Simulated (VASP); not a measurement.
# BAs (F-43m) in VASP: notebook

BAs is run at these levels: PBEsol; tasks: single point.

Program: VASP 6.6.1. These are calculated values, not measurements. Logs are shortened: lines on timing, memory, paths and dates and some standing lists are left out, and cuts for length are marked.

## 1. The cell of the first run

It takes space group F-43m (No. 216, cubic). The conventional cell has a = 4.712 Å, b = 4.712 Å, c = 4.712 Å, α = 90.00°, β = 90.00°, γ = 90.00°. Within 2.7 Å of As (site symmetry -43m) lie 4 B at 2.04 Å. B (site symmetry -43m) has 4 As at 2.04 Å within 2.7 Å.

## 2. Single point, PBEsol

INCAR

```
  PREC = Accurate
  ENCUT = 520
  EDIFF = 1E-6
  ISMEAR = -1
  SIGMA = 0.05
  LREAL = F
  LASPH = T
  NELM = 100
  ALGO = Normal
  ISIF = 2
  LWAVE = F
  LCHARG = F
  GGA = PS
  NBANDS = 11
```

KPOINTS

```
regular mesh
0
Gamma
  10 10 10
```

POSCAR

```
BAs
1.0
    0.0000000000      2.3562190158      2.3562190158
    2.3562190158      0.0000000000      2.3562190158
    2.3562190158      2.3562190158      0.0000000000
As B
1 1
Direct
    0.7500000000      0.7500000000      0.7500000000
    0.0000000000      0.0000000000      0.0000000000
```

Potentials or basis: VASP PAW PBE potentials, release 64 (As, B).

The run is started by

```sh
cat potpaw_PBE.64/As/POTCAR potpaw_PBE.64/B/POTCAR > POTCAR
mpirun -np 1 vasp_std > vasp.out
```

OUTCAR:

```text
PREC = Accurate
   ENCUT = 520
   EDIFF = 1E-6
   ISMEAR = -1
   LREAL = F
   LASPH = T
   NELM = 100
   ISIF = 2
   GGA = PS

 ion  position               nearest neighbor table
   1  0.750  0.750  0.750-   2 2.04   2 2.04   2 2.04   2 2.04
   2  0.000  0.000  0.000-   1 2.04   1 2.04   1 2.04   1 2.04

  LATTYP: Found a face centered cubic cell.
 ALAT       =     4.7124380316

  Lattice vectors:

 A1 = (   0.0000000000,   2.3562190158,   2.3562190158)
 A2 = (   2.3562190158,   0.0000000000,   2.3562190158)
 A3 = (   2.3562190158,   2.3562190158,   0.0000000000)

Analysis of symmetry for initial positions (statically):
=====================================================================
 Subroutine PRICEL returns:
 Original cell was already a primitive cell.

 Routine SETGRP: Setting up the symmetry group for a
 face centered cubic supercell.

 Subroutine GETGRP returns: Found 24 space group operations
 (whereof 24 operations were pure point group operations)
 out of a pool of 48 trial point group operations.

The static configuration has the point symmetry T_d .

Analysis of symmetry for dynamics (positions and initial velocities):
=====================================================================
 Subroutine PRICEL returns:
 Original cell was already a primitive cell.

 Routine SETGRP: Setting up the symmetry group for a
 face centered cubic supercell.

 Subroutine GETGRP returns: Found 24 space group operations
 (whereof 24 operations were pure point group operations)
 out of a pool of 48 trial point group operations.

The dynamic configuration has the point symmetry T_d .

 Subroutine INISYM returns: Found 24 space group operations
 (whereof 24 operations are pure point group operations),
 and found     1 'primitive' translations

----------------------------------------------------------------------------------------

                                     Primitive cell

  volume of cell :      26.1624

  direct lattice vectors                    reciprocal lattice vectors
     0.000000000  2.356219016  2.356219016    -0.212204382  0.212204382  0.212204382
     2.356219016  0.000000000  2.356219016     0.212204382 -0.212204382  0.212204382
     2.356219016  2.356219016  0.000000000     0.212204382  0.212204382 -0.212204382

  length of vectors
     3.332196888  3.332196888  3.332196888     0.367548771  0.367548771  0.367548771

  position of ions in fractional coordinates (direct lattice)
     0.750000000  0.750000000  0.750000000
[... 80 lines left out ...]
   EDIFFG = 0.1E-04   stopping-criterion for IOM
   NSW    =      0    number of steps for IOM
   IBRION =     -1    ionic relax: 0-MD 1-quasi-New 2-CG
   NFREE  =      0    steps in history (QN), initial steepest desc. (CG)
   ISIF   =      2    stress and relaxation
   ISYM   =      2    0-nonsym 1-usesym 2-fastsym
   POTIM  = 0.5000    time-step for ionic-motion
   TEBEG  =    0.0;   TEEND  =   0.0 temperature during run
   PSTRESS=    0.0 pullay stress
   NELECT =       8.0000    total number of electrons
   NUPDOWN=      -1.0000    fix difference up-down
   EMIN   =  10.00;   EMAX   =-10.00  energy-range for DOS
   EFERMI =   0.00;   METHOD = LEGACY
   ISMEAR =    -1;   SIGMA  =   0.05  broadening in eV -4-tet -1-fermi 0-gaus
   EFERMI_NEDOS =   21; number of points for ismear=-14 and -15
   IALGO  =     38    algorithm
   IMIX   =      4    mixing-type and parameters
     AMIX     =   0.40;   BMIX     =  1.00
     AMIX_MAG =   1.60;   BMIX_MAG =  1.00
  volume/ion in A,a.u.               =      13.08        88.28
  Fermi-wavevector in a.u.,A,eV,Ry     =   1.102925  2.084225 16.550708  1.216443
  Thomas-Fermi vector in A             =   2.239375
   LORBIT       =      0    0 simple, 1 ext, 2 COOP (PROOUT), +10 PAW based schemes
   GGA     = PS    functional components
   LHFCALC =     F    Hartree Fock is set to
   AEXX    =    0.0000 exact exchange contribution
   IVDW    =     0    specifies the selected vdW correction
   LEPSILON=     F    determine dielectric tensor
   LRPA    =     F    only Hartree local field effects (RPA)
 non-spin polarized calculation
  energy-cutoff  :      520.00
  volume of cell :       26.16
 maximum number of plane-waves:       725
 NGX is ok and might be reduce to    28
   NGX = 13   NGY = 13   NGZ = 13

 number of electron       8.0000000 magnetization

 Free energy of the ion-electron system (eV)
  ---------------------------------------------------
  ext. energy  EPLUGINS =         0.00000000
  ---------------------------------------------------
  free energy    TOTEN  =       -12.18262893 eV

  energy without entropy =      -12.18262861  energy(sigma->0) =      -12.18262877

 E-fermi :   7.0015     XC(G=0): -10.9053

 val. band max:        6.5017263638   @ k =   0.0000   0.0000   0.0000
 cond. band min:       7.5360731394   @ k =   0.4000   0.4000   0.0000
 fundamental gap:      1.0343467757
 Fermi energy:         7.0015495660

 k-point     1 :       0.0000    0.0000    0.0000
  band No.  band energies     occupation
      1      -9.3154      2.00000
      2       6.5017      1.99991
      3       6.5017      1.99991
      4       6.5017      1.99991
      5       9.7937      0.00000
      6       9.7937      0.00000
      7       9.7937      0.00000
      8      11.7075      0.00000
      9      16.0539      0.00000
     10      19.6027      0.00000
     11      19.6027      0.00000
[... 309 lines left out ...]
 k-point    24 :       0.4000    0.3000    0.0000
  band No.  band energies     occupation
      1      -6.5530      2.00000
      2      -0.0709      2.00000
      3       2.3196      2.00000
      4       2.8417      2.00000
      5       8.0867      0.00000
      6       9.8023      0.00000
      7      15.6008      0.00000
      8      15.8124      0.00000
      9      18.8517      0.00000
     10      22.6174      0.00000
     11      22.7228      0.00000

 [... further k-points ...]
[... 5 lines left out ...]
  --------------------------------------------------------------------------------------
  -------------------------------------------------------------------------------------
  Total        1.0317891      1.0317891      1.0317891      0.0000000      0.0000000     -0.0000000
  in kB       63.1865344     63.1865344     63.1865344      0.0000000      0.0000000     -0.0000000
  external PRESSURE =      63.1865344 kB  Pullay stress =       0.0000000 kB

 VOLUME and BASIS-vectors are now :
 -----------------------------------------------------------------------------
  energy-cutoff  :      520.00
  volume of cell :       26.16
      direct lattice vectors                 reciprocal lattice vectors
     0.000000000  2.356219016  2.356219016    -0.212204382  0.212204382  0.212204382
     2.356219016  0.000000000  2.356219016     0.212204382 -0.212204382  0.212204382
     2.356219016  2.356219016  0.000000000     0.212204382  0.212204382 -0.212204382

 POSITION                                       TOTAL-FORCE (eV/Angst)
 -----------------------------------------------------------------------------------
      3.53433      3.53433      3.53433         0.000000      0.000000      0.000000
      0.00000      0.00000      0.00000        -0.000000     -0.000000     -0.000000
 -----------------------------------------------------------------------------------
    total drift:                                0.000000      0.000000      0.000000

  FREE ENERGIE OF THE ION-ELECTRON SYSTEM (eV)
  ---------------------------------------------------
  free  energy   TOTEN  =       -12.1826289253 eV

  energy  without entropy=      -12.1826286071  energy(sigma->0) =      -12.18262877
```

OSZICAR:

```text
N       E                     dE             d eps       ncg     rms          rms(c)
DAV:   1     0.125262785259E+02    0.12526E+02   -0.37166E+03  1034   0.641E+02
DAV:   2    -0.121128534598E+02   -0.24639E+02   -0.23712E+02  1395   0.108E+02
DAV:   3    -0.128689608262E+02   -0.75611E+00   -0.75469E+00  1323   0.175E+01
DAV:   4    -0.128707072635E+02   -0.17464E-02   -0.17463E-02  1158   0.961E-01
DAV:   5    -0.128707095385E+02   -0.22750E-05   -0.22756E-05  1237   0.377E-02    0.513E+00
DAV:   6    -0.122712305145E+02    0.59948E+00   -0.14698E+00  1112   0.496E+00    0.253E+00
DAV:   7    -0.121921271086E+02    0.79103E-01   -0.21729E-01  1214   0.224E+00    0.961E-01
DAV:   8    -0.121824446023E+02    0.96825E-02   -0.19523E-02  1151   0.773E-01    0.965E-02
DAV:   9    -0.121825755554E+02   -0.13095E-03   -0.68435E-04  1172   0.159E-01    0.560E-02
DAV:  10    -0.121826264293E+02   -0.50874E-04   -0.83873E-05  1111   0.538E-02    0.981E-03
DAV:  11    -0.121826291199E+02   -0.26906E-05   -0.19434E-06  1262   0.995E-03    0.995E-03
DAV:  12    -0.121826289253E+02    0.19462E-06   -0.93128E-07   668   0.481E-03
   1 F= -.12182629E+02 E0= -.12182629E+02  d E =-.318150E-06
```

stdout:

```text
POSCAR found type information on POSCAR AsB
 POSCAR found :  2 types and       2 ions
 scaLAPACK will be used
 -----------------------------------------------------------------------------
|                                                                             |
|                                                                             |
|     You enforced a specific xc type in the INCAR file but a different       |
|     I HOPE YOU KNOW WHAT YOU ARE DOING!                                     |
|                                                                             |
 -----------------------------------------------------------------------------

 LDA part: xc-table for (Slater+PW92), standard interpolation
 POSCAR, INCAR and KPOINTS ok, starting setup
 FFT: planning ... GRIDC
 FFT: planning ... GRID_SOFT
 FFT: planning ... GRID
 WAVECAR not read
 entering main loop
```

Wall time 9.4 s (1 thread of Intel Xeon Platinum 8488C (Sapphire Rapids), shared host); peak memory 0.16 GiB.

What came out:

| Item | Value |
| --- | --- |
| Free energy | -12.1826 eV |
| Pressure | 6.3 GPa |
| Band gap on the k mesh | 1.03 eV, indirect (least direct gap 3.29 eV) |

Levels at points of the mesh, in eV from the valence-band top:
| k point | band 2 | band 3 | band 4 | band 5 | band 6 | band 7 |
| --- | --- | --- | --- | --- | --- | --- |
| (0.00, 0.00, 0.00) | 0.00 | 0.00 | 0.00 | 3.29 | 3.29 | 3.29 |
| (0.50, 0.00, 0.00) | -9.14 | -1.90 | -1.90 | 2.90 | 4.77 | 4.77 |
| (0.50, 0.50, 0.00) | -8.77 | -4.28 | -4.28 | 1.27 | 1.29 | 11.74 |

Caveat: the PAW data sets were made with another functional, which shifts forces and pressure a little. A k mesh can miss the band edges.

## 3. Single point, PBEsol

This run uses another cell than the first one, of 13.63 Å³/atom, 1.042 times its volume.

INCAR

```
SYSTEM = BAs
PREC = Accurate
ENCUT = 520
EDIFF = 1E-6
ISMEAR = -1
SIGMA = 0.05
LREAL = .False.
LASPH = .True.
NELM = 80
ALGO = Normal
ISIF = 2
LWAVE = .False.
LCHARG = .True.
GGA = PS
LELF = .True.
LVHAR = .True.
NBANDS = 11
```

KPOINTS

```
regular mesh
0
Gamma
  10 10 10
  0 0 0
```

POSCAR

```
BAs
1.0
    0.0000000000      2.3885000000      2.3885000000
    2.3885000000      0.0000000000      2.3885000000
    2.3885000000      2.3885000000      0.0000000000
As B
1 1
Direct
    0.7500000000      0.7500000000      0.7500000000
    0.0000000000      0.0000000000      0.0000000000
```

Potentials or basis: VASP PAW PBE potentials, release 64 (As, B).

The run is started by

```sh
cat potpaw_PBE.64/As/POTCAR potpaw_PBE.64/B/POTCAR > POTCAR
mpirun -np 1 vasp_std > vasp.out
```

Run time: 10 s. Hardware: 1 thread of Intel Xeon Platinum 8488C (Sapphire Rapids), shared host; peak memory 0.16 GiB.

Results (log left out):

| Item | Value |
| --- | --- |
| Free energy | -12.2039 eV |
| Pressure | 0.1 GPa |
| Band gap on the k mesh | 1.08 eV, indirect (least direct gap 3.24 eV) |

Levels at points of the mesh, in eV from the valence-band top:
```csv
k point,band 1,band 2,band 3,band 4,band 5,band 6,band 7,band 8
"(0.00, 0.00, 0.00)",-15.44,0.00,0.00,0.00,3.24,3.24,3.24,4.68
"(0.50, 0.00, 0.00)",-12.55,-8.83,-1.83,-1.83,2.65,4.73,4.73,8.71
"(0.50, 0.50, 0.00)",-11.24,-8.53,-4.11,-4.11,1.31,1.34,11.34,11.34
```

Caveat: the PAW data sets were made with another functional, which shifts forces and pressure a little. A k mesh can miss the band edges.
